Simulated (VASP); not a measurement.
Set up this calculation in VASP 6.6.1, as the native input.

```
Task                   : single point
Functional             : LDA
Potentials or basis    : VASP PAW LDA potentials, release 64 (Pt)
Cutoff                 : 520 eV
k mesh                 : 15 × 15 × 8
Occupations            : fermi-dirac, width 0.1 eV
Spin                   : no spin polarisation
Dipole correction      : no
Further INCAR settings : ALGO = Normal; EDIFF = 1e-07; NBANDS = 17
```

The structure of Pt lies in POSCAR:

```
Pt
1.0
    2.6783293370      0.0000000000      0.0000000000
   -1.3391646685      2.3195012455      0.0000000000
    0.0000000000      0.0000000000      4.5941162080
Pt
2
Direct
    0.3333333333      0.6666666667      0.2500000000
    0.6666666667      0.3333333333      0.7500000000
```

This isn't the form of Pt at room conditions, which is fcc.

One way to write it, as run:

INCAR

```
ALGO = Normal ; EDIFF = 1E-7
ENCUT = 520 ; GGA = CA
ISIF = 2 ; ISMEAR = -1
LASPH = True ; LCHARG = False
LREAL = False ; LWAVE = False
NBANDS = 17 ; NELM = 100
PREC = Accurate ; SIGMA = 0.1
```

KPOINTS

```
k-points
0
Gamma
  15 15 8
```

Potentials or basis: VASP PAW LDA potentials, release 64 (Pt).

The run is started by

```bash
$ cat potpaw_LDA.64/Pt/POTCAR > POTCAR
$ mpirun -np 1 vasp_std > vasp.out
```

It gave:

```json
{"Pressure": "14.7 GPa", "Band gap on the k mesh": "zero (bands 10 and 11 overlap by 1.45 eV)"}
```

Caveat: the cell stands under pressure; spin-orbit coupling is left out, which moves the levels of the heavy elements.

It took 80 s on 1 thread of Intel Xeon 8259CL, with other jobs on the host, peak memory 0.17 GiB.
